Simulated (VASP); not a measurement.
# CdS (Greenockite): single point with PBE

The system is CdS (Greenockite).

```xyz
4
Lattice="4.1500 0.0000 0.0000 -2.0750 3.5940 0.0000 0.0000 0.0000 6.7370" Properties=species:S:1:pos:R:3 pbc="T T T"
Cd    2.0750    1.1980    3.3685
Cd    0.0000    2.3960    0.0000
S     2.0750    1.1980    5.8949
S     0.0000    2.3960    2.5264
```

* Program: VASP 6.6.1
* Task: single point
* Functional: PBE
* Potentials or basis: VASP PAW PBE potentials, release 64 (Cd, S)
* Cutoff: 520 eV
* k mesh: 7 × 7 × 4
* Occupations: tetrahedron
* Spin: collinear spin
* Starting moments: [1.0, 0.0, 0.0, 0.0] μB
* Fixed moment: 1 μB
* Dipole correction: no
* Further INCAR settings: ALGO = Normal; EDIFF = 1e-06; NBANDS = 30

```json
{
  "Pressure": "4.8 GPa",
  "Largest force": "0.057 eV/Å",
  "Net moment": "1.00 μB per cell",
  "Site moments": "Cd +0.08, +0.09; S +0.21, +0.20 μB",
  "Valence electrons inside the program's atomic spheres": "Cd 10.32; S 3.70"
}
```

Forces in eV/Å, atoms in the order of the input:
```
Cd   0.000  0.000 -0.053
Cd   0.000  0.000 -0.051
S    0.000  0.000  0.047
S    0.000  0.000  0.057
```

Stress tensor (GPa, compression positive):
```
4.53 0.00 0.00
0.00 4.53 0.00
0.00 0.00 5.33
```

Wall time 72 s on 1 thread of Intel(R) Xeon(R) 6975P-C (Granite Rapids), on a shared host, peak memory 0.32 GiB.

Caveat: the total moment is fixed, so each spin has its own Fermi level.
